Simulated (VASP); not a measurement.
**MgO: single point with PBE**

The system is MgO.

```
Mg O
1.0
     2.62335    0.00000    0.00000
     0.00000    2.62335    0.00000
     0.00000    0.00000    2.62335
Mg O
1 1
Cartesian
  0.0000 0.0000 0.0000
  1.3117 1.3117 1.3117
```

```
Program                : VASP 6.6.1
Task                   : single point
Functional             : PBE
Potentials or basis    : VASP PAW PBE potentials, release 64 (Mg, O)
Cutoff                 : 600 eV
k mesh                 : 4 × 4 × 4
Occupations            : gaussian, width 0.01 eV
Spin                   : no spin polarisation
Dipole correction      : no
Further INCAR settings : ALGO = Normal; EDIFF = 1e-06; NBANDS = 11
```

```yaml
Pressure: 5.3 GPa
Band_gap_on_the_k_mesh: 2.59 eV, indirect (least direct gap 3.62 eV)
```

Levels at points of the mesh, in eV from the valence-band top:
| k point | band 1 | band 2 | band 3 | band 4 | band 5 | band 6 | band 7 | band 8 | band 9 |
| --- | --- | --- | --- | --- | --- | --- | --- | --- | --- |
| (0.00, 0.00, 0.00) | -18.60 | -1.02 | -1.02 | -1.02 | 2.59 | 10.43 | 10.43 | 20.45 | 20.45 |
| (0.50, 0.00, 0.00) | -17.35 | -6.59 | -0.57 | -0.57 | 7.08 | 9.53 | 14.57 | 17.47 | 18.14 |
| (0.50, 0.50, 0.00) | -16.46 | -4.77 | -4.77 | 0.00 | 4.95 | 12.28 | 12.28 | 13.41 | 19.37 |
| (0.50, 0.50, 0.50) | -15.60 | -3.68 | -3.68 | -3.68 | 7.49 | 7.49 | 7.49 | 16.46 | 18.95 |

Run time: 2.5 s on 1 thread of Intel(R) Xeon(R) 6975P-C (Granite Rapids), on a shared host, peak memory 0.13 GiB.

Caveat: the k points lie up to 0.60 Å⁻¹ apart. A k mesh can miss the band edges.
